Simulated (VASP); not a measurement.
# Pd (Fm-3m) in VASP: further runs, part 2 of 2

VASP 6.6.1.

### Step 3. Relaxation of cell and atoms, LDA

This run uses another cell than the first one, of 14.75 Å³/atom, 0.945 times its volume.

Contents of INCAR:

```
ALGO     = Normal         # electronic algorithm
EDIFF    = 1E-6           # SCF threshold, eV
EDIFFG   = -0.01          # ionic threshold
ENCUT    = 600            # plane-wave cutoff, eV
IBRION   = 2              # ionic algorithm
ISIF     = 3              # what is computed and relaxed
ISMEAR   = -1             # smearing method
LASPH    = True           # aspherical terms in the spheres
LCHARG   = False          # write CHGCAR
LREAL    = False          # projectors in reciprocal space
LWAVE    = False          # write WAVECAR
NELM     = 100            # most SCF steps
NSW      = 80             # ionic steps
PREC     = Accurate       # precision mode
SIGMA    = 0.05           # smearing width, eV
```

Contents of KPOINTS:

```
k-points
0
Gamma
  12 12 12
```

Contents of POSCAR:

```
Pd
1.0
    0.0000000000      1.9465000000      1.9465000000
    1.9465000000      0.0000000000      1.9465000000
    1.9465000000      1.9465000000      0.0000000000
Pd
1
Direct
    0.0000000000      0.0000000000      0.0000000000
```

Potentials or basis: VASP PAW LDA potentials, release 64 (Pd).

On the command line:

```
$ cat potpaw_LDA.64/Pd/POTCAR > POTCAR
$ mpirun -np 1 vasp_std > vasp.out
```

It took 12 s on 1 thread of Intel Xeon Platinum 8559C (Emerald Rapids), shared host; peak memory 0.14 GiB.

Results (log left out):

```
Free energy                            : -6.5102 eV
Relaxed volume                         : 14.15 Å³/atom
Relaxed cell                           : a = 2.715 Å, b = 2.715 Å, c = 2.715 Å, α = 60.00°, β = 60.00°, γ = 60.00°
Space group after relaxing (to 0.05 Å) : Fm-3m (No. 225)
Energy gained by relaxing              : 16.7 meV/atom
Ionic steps                            : 4
Pressure after relaxing                : 0.0 GPa
Band gap on the k mesh                 : zero (band 5 reaches 10.63 eV, above the bottom of band 6 at 8.93 eV)
```

The path:
```tsv
step	energy change (eV)	largest force (eV/Å)	pressure (GPa)	volume (Å³)
1	0.0000	0.0000	-8.47	14.75
2	0.0423	0.0000	20.44	13.15
3	-0.0167	0.0000	-0.22	14.16
4	-0.0167	0.0000	-0.01	14.15
```

Final structure:
```yaml
crystal:
  lattice:
    - [0.00000, 1.91968, 1.91968]
    - [1.91968, 0.00000, 1.91968]
    - [1.91968, 1.91968, 0.00000]
  atoms:
    - { symbol: Pd, position: [0.00000, 0.00000, 0.00000] }
```

Levels at points of the mesh, in eV from the Fermi level:
| k point | band 3 | band 4 | band 5 | band 6 | band 7 | band 8 |
| --- | --- | --- | --- | --- | --- | --- |
| (0.00, 0.00, 0.00) | -3.05 | -3.05 | -1.29 | -1.29 | 17.17 | 22.13 |
| (0.50, 0.00, 0.00) | -3.09 | 0.00 | 0.00 | 0.88 | 7.62 | 16.56 |
| (0.50, 0.50, 0.00) | -0.01 | 0.34 | 0.34 | 3.28 | 11.18 | 13.32 |

### Step 4. Relaxation of cell and atoms, revPBE

This run uses another cell than the first one, of 14.75 Å³/atom, 0.945 times its volume.

Contents of INCAR:

```
SYSTEM = Pd
ALGO     = Normal         ! electronic algorithm
EDIFF    = 1E-7           ! SCF threshold, eV
EDIFFG   = -0.005         ! ionic threshold
ENCUT    = 600            ! plane-wave cutoff, eV
GGA      = RE             ! functional
IBRION   = 2              ! ionic algorithm
ISIF     = 3              ! what is computed and relaxed
ISMEAR   = -1             ! smearing method
LASPH    = .True.         ! aspherical terms in the spheres
LCHARG   = .False.        ! write CHGCAR
LREAL    = .False.        ! projectors in reciprocal space
LWAVE    = .False.        ! write WAVECAR
NELM     = 100            ! most SCF steps
NSW      = 80             ! ionic steps
PREC     = Accurate       ! precision mode
SIGMA    = 0.05           ! smearing width, eV
```

Contents of KPOINTS:

```
k-points
0
Gamma
  12 12 12
  0 0 0
```

POSCAR is that of step 3.

Potentials or basis: VASP PAW PBE potentials, release 64 (Pd).

On the command line:

```
$ cat potpaw_PBE.64/Pd/POTCAR > POTCAR
$ mpirun -np 1 vasp_std > vasp.out
```

OUTCAR:

```text
SYSTEM = Pd
   EDIFF = 1E-7
   EDIFFG = -0.005
   ENCUT = 600
   GGA = RE
   IBRION = 2
   ISIF = 3
   ISMEAR = -1
   LASPH = .True.
   LREAL = .False.
   NELM = 100
   NSW = 80
   PREC = Accurate

 ion  position               nearest neighbor table
   1  0.000  0.000  0.000-

  LATTYP: Found a face centered cubic cell.
 ALAT       =     3.8930000000

  Lattice vectors:

 A1 = (   0.0000000000,   1.9465000000,   1.9465000000)
 A2 = (   1.9465000000,   0.0000000000,   1.9465000000)
 A3 = (   1.9465000000,   1.9465000000,   0.0000000000)

Analysis of symmetry for initial positions (statically):
[... 33 lines left out ...]
                                     Primitive cell

  volume of cell :      14.7500

  direct lattice vectors                    reciprocal lattice vectors
     0.000000000  1.946500000  1.946500000    -0.256871307  0.256871307  0.256871307
     1.946500000  0.000000000  1.946500000     0.256871307 -0.256871307  0.256871307
     1.946500000  1.946500000  0.000000000     0.256871307  0.256871307 -0.256871307

  length of vectors
     2.752766699  2.752766699  2.752766699     0.444914156  0.444914156  0.444914156

  position of ions in fractional coordinates (direct lattice)
[... 135 lines left out ...]
  -------------------------------------------------------------------------------------
  Total        0.9200302      0.9200302      0.9200302      0.0000000      0.0000000     -0.0000000
  in kB       99.9354175     99.9354175     99.9354175      0.0000000      0.0000000     -0.0000000
  external PRESSURE =      99.9354175 kB  Pullay stress =       0.0000000 kB
[... 92 lines left out ...]
--------------------------------------- Ionic step        4  -------------------------------------------

 number of electron      10.0000001 magnetization

 Free energy of the ion-electron system (eV)
  ---------------------------------------------------
  ext. energy  EPLUGINS =         0.00000000
  ---------------------------------------------------
  free energy    TOTEN  =        -4.75735990 eV

  energy without entropy =       -4.73645522  energy(sigma->0) =       -4.74690756

 E-fermi :   8.9240     XC(G=0): -12.7653

 val. band max:        8.9233429106   @ k =   0.5000   0.0833   0.0000
 cond. band min:       8.9240541707   @ k =   0.5000   0.4167   0.0833
 fundamental gap:      0.0007112601
 Fermi energy:         8.9239631821

 k-point     1 :       0.0000    0.0000    0.0000
  band No.  band energies     occupation
      1       2.2688      2.00000
      2       6.3544      2.00000
      3       6.3544      2.00000
      4       6.3544      2.00000
      5       7.8189      2.00000
      6       7.8189      2.00000
      7      26.1052      0.00000
      8      30.5930      0.00000
      9      30.5930      0.00000
[... 265 lines left out ...]
 k-point    24 :      -0.4167    0.1667    0.0000
  band No.  band energies     occupation
      1       4.6544      2.00000
      2       5.9298      2.00000
      3       6.8062      2.00000
      4       7.2103      2.00000
      5       8.7105      1.97242
      6      12.4850      0.00000
      7      16.1768      0.00000
      8      24.4054      0.00000
      9      27.4738      0.00000

 [... further k-points ...]
[... 5 lines left out ...]
  --------------------------------------------------------------------------------------
  -------------------------------------------------------------------------------------
  Total        0.0039247      0.0039247      0.0039247     -0.0000000     -0.0000000      0.0000000
  in kB        0.4034168      0.4034168      0.4034168     -0.0000000     -0.0000000      0.0000000
  external PRESSURE =       0.4034168 kB  Pullay stress =       0.0000000 kB
[... 16 lines left out ...]
  FREE ENERGIE OF THE ION-ELECTRON SYSTEM (eV)
  ---------------------------------------------------
  free  energy   TOTEN  =        -4.7573598960 eV

  energy  without entropy=       -4.7364552233  energy(sigma->0) =       -4.74690756

 reached required accuracy - stopping structural energy minimisation
```

CONTCAR:

```text
Pd
   1.00000000000000
    -0.0000000000000000    1.9826403231429695    1.9826403231429695
     1.9826403231429695    0.0000000000000000    1.9826403231429695
     1.9826403231429695    1.9826403231429695   -0.0000000000000000
  Pd
     1
Direct
     0.0000000000000000    0.0000000000000000    0.0000000000000000

  0.00000000E+00  0.00000000E+00  0.00000000E+00
```

Wall time 16 s (1 thread of Intel Xeon Platinum 8559C (Emerald Rapids), shared host); peak memory 0.16 GiB.

What came out:

```
Free energy                            : -4.7574 eV
Relaxed volume                         : 15.59 Å³/atom
Relaxed cell                           : a = 2.804 Å, b = 2.804 Å, c = 2.804 Å, α = 60.00°, β = 60.00°, γ = 60.00°
Space group after relaxing (to 0.05 Å) : Fm-3m (No. 225)
Energy gained by relaxing              : 24.6 meV/atom
Ionic steps                            : 4
Pressure after relaxing                : 0.0 GPa
Band gap on the k mesh                 : zero (band 5 reaches 9.20 eV, above the bottom of band 6 at 7.76 eV)
```

Step by step:
| step | energy change (eV) | largest force (eV/Å) | pressure (GPa) | volume (Å³) |
| --- | --- | --- | --- | --- |
| 1 | 0.0000 | 0.0000 | 9.99 | 14.75 |
| 2 | 0.0139 | 0.0000 | -9.35 | 16.80 |
| 3 | -0.0246 | 0.0000 | -0.11 | 15.60 |
| 4 | -0.0246 | 0.0000 | 0.04 | 15.59 |

Final structure:
```
CELL_PARAMETERS angstrom
0.00000 1.98264 1.98264
1.98264 0.00000 1.98264
1.98264 1.98264 0.00000
ATOMIC_POSITIONS crystal
Pd 0.00000 0.00000 0.00000
```

Levels at points of the mesh, in eV from the Fermi level:
```csv
k point,band 3,band 4,band 5,band 6,band 7,band 8
"(0.00, 0.00, 0.00)",-2.57,-2.57,-1.11,-1.11,17.18,21.67
"(0.50, 0.00, 0.00)",-2.61,-0.01,-0.01,1.19,6.95,16.53
"(0.50, 0.50, 0.00)",-0.04,0.28,0.28,3.42,10.27,12.98
```

Caveat: the PAW data sets were made with another functional, which shifts forces and pressure a little.

### Step 5. The runs side by side

| task | level | potentials or basis | cell | cutoff (eV) | gap on the mesh (eV) | pressure (GPa) | relaxed volume (Å³/atom) |
| --- | --- | --- | --- | --- | --- | --- | --- |
| single point | revPBE | VASP PAW PBE potentials, release 64 (Pd) | a = 2.805 Å, angles 60.0°, 1 atom | 520 | none | -0.1 | - |
| relaxation of cell and atoms | LDA | VASP PAW LDA potentials, release 64 (Pd) | relaxed from a = 2.753 Å, angles 60.0°, 1 atom | 600 | none | 0.0 | 14.15 |
| relaxation of cell and atoms | revPBE | VASP PAW PBE potentials, release 64 (Pd) | relaxed from a = 2.753 Å, angles 60.0°, 1 atom | 600 | none | 0.0 | 15.59 |

Alike in all rows: no spin polarisation; k mesh 12 × 12 × 12; smearing fermi-dirac 0.05 eV.

Caveats: the PAW data sets were made with another functional, which shifts forces and pressure a little (some runs).

Absolute energies hang on the potentials; compare differences alone.
